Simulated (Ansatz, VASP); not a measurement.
## H in VASP and in Ansatz

The input INCAR:

```
ALGO = Normal
EDIFF = 1E-6
ENCUT = 400
GGA = PE
GGA_COMPAT = False
ISIF = 2
ISMEAR = 0
IVDW = 12
LASPH = True
LCHARG = False
LREAL = False
LWAVE = False
NBANDS = 8
NELM = 120
NELMDL = -8
PREC = Accurate
SIGMA = 0.02
```

Contents of KPOINTS:

```
k-points
0
Gamma
  1 1 1
```

POSCAR

```
H
1.0
   10.0000000000      0.0000000000      0.0000000000
    0.0000000000     10.0000000000      0.0000000000
    0.0000000000      0.0000000000     10.0000000000
H
2
Direct
    0.5000000000      0.5000000000      0.4580000000
    0.5000000000      0.5000000000      0.5420000000
```

Input for Ansatz:

```yaml
crystal:
  lattice:
    - [10.0, 0.0, 0.0]
    - [0.0, 10.0, 0.0]
    - [0.0, 0.0, 10.0]
  atoms:
    - { symbol: H, position: [0.5, 0.5, 0.458] }
    - { symbol: H, position: [0.5, 0.5, 0.542] }
scf:
  occupations: { method: gaussian, width: 0.02 }
output:
  stress: false
  eigenvalues: true
kpoints:
  mp_grid: { grid: [1, 1, 1] }
hamiltonian:
  xc: pbe
  dispersion: d3bj
```

Alike in both runs: task single point; functional PBE; dispersion D3(BJ); k mesh 1 × 1 × 1; occupations gaussian, width 0.02 eV; no spin polarisation.

|  | VASP | Ansatz |
| --- | --- | --- |
| version | VASP 6.6.1 | Ansatz 0.2.0 |
| potentials or method | VASP PAW PBE potentials, release 64 (H) | scalar-relativistic, plane waves, PAW |
| plane-wave cutoff (eV) | 400 | 420 |
| valence electrons in the cell | 2 | 2 |

```csv
,VASP,Ansatz,Ansatz less VASP
gap on the k mesh at the Fermi level (eV),9.72,9.72,+0.003
```
